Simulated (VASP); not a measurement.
Write the native input for VASP 6.6.1 that does the following.

```
Task                   : single point
Functional             : PBEsol
Potentials or basis    : VASP PAW PBE potentials, release 64 (H, F)
Cutoff                 : 520 eV
k mesh                 : 8 × 8 × 8
Occupations            : fermi-dirac, width 0.03 eV
Spin                   : no spin polarisation
Dipole correction      : no
Further INCAR settings : ALGO = Normal; EDIFF = 1e-06; NBANDS = 11
```

The structure of HF lies in POSCAR:

```
HF
1.0
    0.0000000000      1.7196763548      1.7196763548
    1.7196763548      0.0000000000      1.7196763548
    1.7196763548      1.7196763548      0.0000000000
H F
1 1
Direct
    0.0000000000      0.0000000000      0.0000000000
    0.5000000000      0.5000000000      0.5000000000
```

One way to write it, as run:

INCAR

```
PREC     = Accurate       # precision mode
ENCUT    = 520            # plane-wave cutoff, eV
EDIFF    = 1E-6           # SCF threshold, eV
ISMEAR   = -1             # smearing method
SIGMA    = 0.03           # smearing width, eV
LREAL    = F              # projectors in reciprocal space
LASPH    = T              # aspherical terms in the spheres
NELM     = 100            # most SCF steps
ALGO     = Normal         # electronic algorithm
ISIF     = 2              # what is computed and relaxed
LWAVE    = F              # write WAVECAR
LCHARG   = T              # write CHGCAR
GGA      = PS             # functional
LELF     = T              # ELF
LVHAR    = T            
NBANDS   = 11             # bands
```

KPOINTS

```
Automatic mesh
0
Gamma
  8 8 8
```

Potentials or basis: VASP PAW PBE potentials, release 64 (H, F).

Launch:

```sh
$ cat potpaw_PBE.64/H/POTCAR potpaw_PBE.64/F/POTCAR > POTCAR
$ mpirun -np 1 vasp_std > vasp.out
```

Results of the run:

```
Pressure               : -0.6 GPa
Band gap on the k mesh : 3.10 eV, direct
```

Caveat: the PAW data sets were made with another functional, which shifts forces and pressure a little.

It took 9.1 s on 1 thread of AMD EPYC 7R13 (shared host), peak memory 0.08 GiB.
